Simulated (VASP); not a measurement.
# WC (CsCl type) (Pm-3m) in VASP: notebook, part 2 of 2

VASP 6.6.1. Earlier steps stand in the parts before.

## Step 4: Single point, PBE+U

This run uses another cell than the first one, of 9.53 Å³/atom, 0.940 times its volume.

Contents of INCAR:

```
  PREC = Accurate
  ENCUT = 520
  EDIFF = 1E-6
  ISMEAR = -1
  SIGMA = 0.08
  LREAL = False
  LASPH = True
  NELM = 150
  ALGO = Normal
  ISIF = 2
  LWAVE = False
  LCHARG = False
  LMAXMIX = 4
  LDAU = True
  LDAUTYPE = 2
  LDAUL = 2 -1
  LDAUU = 6 0
  LDAUJ = 0 0
  LDAUPRINT = 1
  GGA = PE
  NBANDS = 16
```

Contents of KPOINTS:

```
Automatic mesh
0
Gamma
  15 15 15
```

Contents of POSCAR:

```
WC
1.0
    2.6714090801      0.0000000000      0.0000000000
    0.0000000000      2.6714090801      0.0000000000
    0.0000000000      0.0000000000      2.6714090801
W C
1 1
Direct
    0.0000000000      0.0000000000      0.0000000000
    0.5000000000      0.5000000000      0.5000000000
```

Command:

```
$ cat potpaw_PBE.64/W_sv/POTCAR potpaw_PBE.64/C/POTCAR > POTCAR
$ mpirun -np 1 vasp_std > vasp.out
```

Run time: 55 s. Hardware: 1 thread of AMD EPYC 7R13, shared host; peak memory 0.12 GiB.

It converged, with:

```
Free energy            : -13.8907 eV
Pressure               : 42.3 GPa
Band gap on the k mesh : zero (band 9 reaches 18.91 eV, above the bottom of band 10 at 12.27 eV)
```

Levels at points of the mesh, in eV from the Fermi level:
| k point | band 5 | band 6 | band 7 | band 8 | band 9 | band 10 | band 11 | band 12 | band 13 | band 14 |
| --- | --- | --- | --- | --- | --- | --- | --- | --- | --- | --- |
| (0.00, 0.00, 0.00) | -16.10 | -5.87 | -5.87 | -0.02 | -0.02 | -0.02 | 3.83 | 3.83 | 3.83 | 7.78 |

Eigenvalues of the final occupation matrices:
```tsv
site	spin	trace	eigenvalues
site 1 d	1	1.73	0.27 0.27 0.27 0.46 0.46
site 1 d	2	1.73	0.27 0.27 0.27 0.46 0.46
```

Caveat: spin-orbit coupling is left out, which moves the levels of the heavy elements; U without spin polarisation on a metal has little footing; the U is typed as a test and isn't derived for this compound.

## Step 5: Relaxation of cell and atoms, PBE

This run uses another cell than the first one, of 10.60 Å³/atom, 1.045 times its volume.

Contents of INCAR:

```
SYSTEM = WC
PREC = Accurate
ENCUT = 600
EDIFF = 1E-6
ISMEAR = -1
SIGMA = 0.08
LREAL = .False.
LASPH = .True.
NELM = 60
ALGO = Normal
ISIF = 3
LWAVE = .False.
LCHARG = .False.
GGA = PE
IBRION = 2
NSW = 60
EDIFFG = -0.005
```

Contents of KPOINTS:

```
regular mesh
0
Gamma
  15 15 15
  0 0 0
```

Contents of POSCAR:

```
WC
1.0
    2.7677457407      0.0000000000      0.0000000000
    0.0000000000      2.7677457407      0.0000000000
    0.0000000000      0.0000000000      2.7677457407
W C
1 1
Direct
    0.0000000000      0.0000000000      0.0000000000
    0.5000000000      0.5000000000      0.5000000000
```

Command:

```
$ cat potpaw_PBE.64/W_sv/POTCAR potpaw_PBE.64/C/POTCAR > POTCAR
$ mpirun -np 1 vasp_std > vasp.out
```

It took 3.2 min on 1 thread of AMD EPYC 7R13, shared host; peak memory 0.16 GiB.

Results (log left out):

* Free energy: -20.6472 eV
* Relaxed volume: 10.18 Å³/atom
* Relaxed cell: a = 2.730 Å, b = 2.730 Å, c = 2.730 Å, α = 90.00°, β = 90.00°, γ = 90.00°
* Space group after relaxing (to 0.05 Å): Pm-3m (No. 221)
* Energy gained by relaxing: 19.0 meV/atom
* Ionic steps: 4
* Pressure after relaxing: -0.1 GPa
* Band gap on the k mesh: zero (band 9 reaches 17.41 eV, above the bottom of band 10 at 11.01 eV)

Step by step:
```tsv
step	energy change (eV)	largest force (eV/Å)	pressure (GPa)	volume (Å³)
1	0.0000	0.0000	-13.76	21.20
2	0.1812	0.0000	41.99	18.53
3	-0.0379	0.0000	-0.49	20.38
4	-0.0380	0.0000	-0.06	20.35
```

Final structure:
```yaml
crystal:
  lattice:
    - [2.73026, 0.00000, 0.00000]
    - [0.00000, 2.73026, 0.00000]
    - [0.00000, 0.00000, 2.73026]
  atoms:
    - { symbol: W, position: [0.00000, 0.00000, 0.00000] }
    - { symbol: C, position: [0.50000, 0.50000, 0.50000] }
```

Levels at points of the mesh, in eV from the Fermi level:
```
           k point  band 5  band 6  band 7  band 8  band 9  band 10  band 11  band 12  band 13
(0.00, 0.00, 0.00)  -15.29   -5.06   -5.06    0.09    0.09     0.09     2.90     2.90     2.90
```

Caveat: spin-orbit coupling is left out, which moves the levels of the heavy elements.

## Step 6: Single point, PBE

Contents of INCAR:

```
SYSTEM = WC
PREC = Accurate
ENCUT = 910
EDIFF = 1E-6
ISMEAR = -1
SIGMA = 0.08
LREAL = .False.
LASPH = .True.
NELM = 120
ALGO = Normal
ISIF = 2
LWAVE = .False.
LCHARG = .False.
GGA = PE
NBANDS = 16
GGA_COMPAT = .False.
```

KPOINTS is that of step 5.

Contents of POSCAR:

```
WC
1.0
    2.7270793821      0.0000000000      0.0000000000
    0.0000000000      2.7270793821      0.0000000000
    0.0000000000      0.0000000000      2.7270793821
W C
1 1
Direct
    0.0000000000      0.0000000000      0.0000000000
    0.5000000000      0.5000000000      0.5000000000
```

Potentials or basis: VASP PAW PBE potentials, release 64 (W_sv, C_h).

Command:

```
$ cat potpaw_PBE.64/W_sv/POTCAR potpaw_PBE.64/C_h/POTCAR > POTCAR
$ mpirun -np 1 vasp_std > vasp.out
```

OUTCAR:

```text
SYSTEM = WC
   PREC = Accurate
   ENCUT = 910
   EDIFF = 1E-6
   ISMEAR = -1
   LREAL = .False.
   LASPH = .True.
   NELM = 120
   ISIF = 2
   GGA = PE

 ion  position               nearest neighbor table
   1  0.000  0.000  0.000-   2 2.36   2 2.36   2 2.36   2 2.36   2 2.36   2 2.36   2 2.36   2 2.36

   2  0.500  0.500  0.500-   1 2.36   1 2.36   1 2.36   1 2.36   1 2.36   1 2.36   1 2.36   1 2.36

  LATTYP: Found a simple cubic cell.
 ALAT       =     2.7270793821

  Lattice vectors:

 A1 = (   2.7270793821,   0.0000000000,   0.0000000000)
 A2 = (   0.0000000000,   2.7270793821,   0.0000000000)
 A3 = (   0.0000000000,   0.0000000000,   2.7270793821)

Analysis of symmetry for initial positions (statically):
=====================================================================
 Subroutine PRICEL returns:
 Original cell was already a primitive cell.

 Routine SETGRP: Setting up the symmetry group for a
 simple cubic supercell.

 Subroutine GETGRP returns: Found 48 space group operations
 (whereof 48 operations were pure point group operations)
 out of a pool of 48 trial point group operations.

The static configuration has the point symmetry O_h .

Analysis of symmetry for dynamics (positions and initial velocities):
=====================================================================
 Subroutine PRICEL returns:
 Original cell was already a primitive cell.

 Routine SETGRP: Setting up the symmetry group for a
 simple cubic supercell.

 Subroutine GETGRP returns: Found 48 space group operations
 (whereof 48 operations were pure point group operations)
 out of a pool of 48 trial point group operations.

The dynamic configuration has the point symmetry O_h .

 Subroutine INISYM returns: Found 48 space group operations
 (whereof 48 operations are pure point group operations),
 and found     1 'primitive' translations

----------------------------------------------------------------------------------------

[... 106 lines left out ...]
   EFERMI =   0.00;   METHOD = LEGACY
   ISMEAR =    -1;   SIGMA  =   0.08  broadening in eV -4-tet -1-fermi 0-gaus
   EFERMI_NEDOS =   21; number of points for ismear=-14 and -15
   IALGO  =     38    algorithm
   IMIX   =      4    mixing-type and parameters
     AMIX     =   0.40;   BMIX     =  1.00
     AMIX_MAG =   1.60;   BMIX_MAG =  1.00
  volume/ion in A,a.u.               =      10.14        68.43
  Fermi-wavevector in a.u.,A,eV,Ry     =   1.573263  2.973035 33.676531  2.475155
  Thomas-Fermi vector in A             =   2.674573
   LORBIT       =      0    0 simple, 1 ext, 2 COOP (PROOUT), +10 PAW based schemes
   GGA     = PE    functional components
   LHFCALC =     F    Hartree Fock is set to
   AEXX    =    0.0000 exact exchange contribution
   IVDW    =     0    specifies the selected vdW correction
   LEPSILON=     F    determine dielectric tensor
   LRPA    =     F    only Hartree local field effects (RPA)
 non-spin polarized calculation
  energy-cutoff  :      910.00
  volume of cell :       20.28
 maximum number of plane-waves:      1283
 NGX is ok and might be reduce to    28
   NGX = 13   NGY = 13   NGZ = 13

 number of electron      18.0000002 magnetization

 Free energy of the ion-electron system (eV)
  ---------------------------------------------------
  ext. energy  EPLUGINS =         0.00000000
  ---------------------------------------------------
  free energy    TOTEN  =       -20.65079384 eV

  energy without entropy =      -20.63960232  energy(sigma->0) =      -20.64519808

 E-fermi :  12.5967     XC(G=0): -14.0595

 val. band max:       12.5516206263   @ k =   0.2667   0.2000   0.1333
 cond. band min:      12.6154698554   @ k =   0.4667   0.2667   0.2667
 fundamental gap:      0.0638492291
 Fermi energy:        12.5967223366

 k-point     1 :       0.0000    0.0000    0.0000
  band No.  band energies     occupation
      1     -62.1885      2.00000
      2     -25.9887      2.00000
      3     -25.9887      2.00000
      4     -25.9887      2.00000
      5      -2.7193      2.00000
      6       7.5146      2.00000
[... 433 lines left out ...]
      3     -26.2597      2.00000
      4     -25.8866      2.00000
      5       0.0809      2.00000
      6       5.6221      2.00000
[... 8 lines left out ...]
     15      26.1837      0.00000
     16      28.5270      0.00000

 [... further k-points ...]
[... 5 lines left out ...]
  --------------------------------------------------------------------------------------
  -------------------------------------------------------------------------------------
  Total        0.1505347      0.1505347      0.1505347     -0.0000000      0.0000000      0.0000000
  in kB       11.8919696     11.8919696     11.8919696     -0.0000000      0.0000000      0.0000000
  external PRESSURE =      11.8919696 kB  Pullay stress =       0.0000000 kB

 VOLUME and BASIS-vectors are now :
 -----------------------------------------------------------------------------
  energy-cutoff  :      910.00
  volume of cell :       20.28
      direct lattice vectors                 reciprocal lattice vectors
     2.727079382  0.000000000  0.000000000     0.366692663  0.000000000  0.000000000
     0.000000000  2.727079382  0.000000000     0.000000000  0.366692663  0.000000000
     0.000000000  0.000000000  2.727079382     0.000000000  0.000000000  0.366692663

 POSITION                                       TOTAL-FORCE (eV/Angst)
 -----------------------------------------------------------------------------------
      0.00000      0.00000      0.00000         0.000000      0.000000      0.000000
      1.36354      1.36354      1.36354         0.000000      0.000000      0.000000
 -----------------------------------------------------------------------------------
    total drift:                               -0.000000      0.000000     -0.000000

  FREE ENERGIE OF THE ION-ELECTRON SYSTEM (eV)
  ---------------------------------------------------
  free  energy   TOTEN  =       -20.6507938437 eV

  energy  without entropy=      -20.6396023234  energy(sigma->0) =      -20.64519808
```

stdout:

```text
POSCAR found type information on POSCAR W C
 POSCAR found :  2 types and       2 ions
 scaLAPACK will be used
 LDA part: xc-table for (Slater+PW92), standard interpolation
 POSCAR, INCAR and KPOINTS ok, starting setup
 FFT: planning ... GRIDC
 FFT: planning ... GRID_SOFT
 FFT: planning ... GRID
 WAVECAR not read
 entering main loop
```

Wall time 31 s (1 thread of Intel Xeon Platinum 8559C (Emerald Rapids), shared host); peak memory 0.22 GiB.

Results:

| Property | Result |
| --- | --- |
| Free energy | -20.6508 eV |
| Pressure | 1.2 GPa |
| Band gap on the k mesh | zero (band 9 reaches 17.83 eV, above the bottom of band 10 at 11.40 eV) |

Levels at points of the mesh, in eV from the Fermi level:
```tsv
k point	band 6	band 7	band 8	band 9	band 10	band 11	band 12	band 13
(0.00, 0.00, 0.00)	-5.08	-5.08	0.09	0.09	0.09	2.92	2.92	2.92
```

Caveat: the cutoff is under 1.25 times the usual one of these potentials, so pressure, stress and relaxed cells hold a basis-set (Pulay) error; spin-orbit coupling is left out, which moves the levels of the heavy elements.

## Step 7: Summary

| task | level | potentials or basis | U | cell | cutoff (eV) | second run | gap on the mesh (eV) | pressure (GPa) |
| --- | --- | --- | --- | --- | --- | --- | --- | --- |
| single point | PBE | VASP PAW PBE potentials, release 64 (W_sv, C) | - | a = 2.727 Å, 2 atoms | 520 | - | none | 1.3 |
| single point | PBE+U | VASP PAW PBE potentials, release 64 (W_sv, C) | W d U = 6.0 eV | a = 2.671 Å, 2 atoms | 520 | - | none | 42.3 |
| relaxation of cell and atoms | PBE | VASP PAW PBE potentials, release 64 (W_sv, C) | - | relaxed from a = 2.768 Å, 2 atoms | 600 | - | none | -0.1 |
| single point | PBE | VASP PAW PBE potentials, release 64 (W_sv, C_h) | - | a = 2.727 Å, 2 atoms | 910 | hard_potentials | none | 1.2 |

Alike in all rows: no spin polarisation; k mesh 15 × 15 × 15; smearing fermi-dirac 0.08 eV.

Caveats: spin-orbit coupling is left out, which moves the levels of the heavy elements; U without spin polarisation on a metal has little footing (some runs); the U is typed as a test and isn't derived for this compound (some runs); the cutoff is under 1.25 times the usual one of these potentials, so pressure, stress and relaxed cells hold a basis-set (Pulay) error (some runs).

Absolute energies hang on the potentials; compare differences alone.
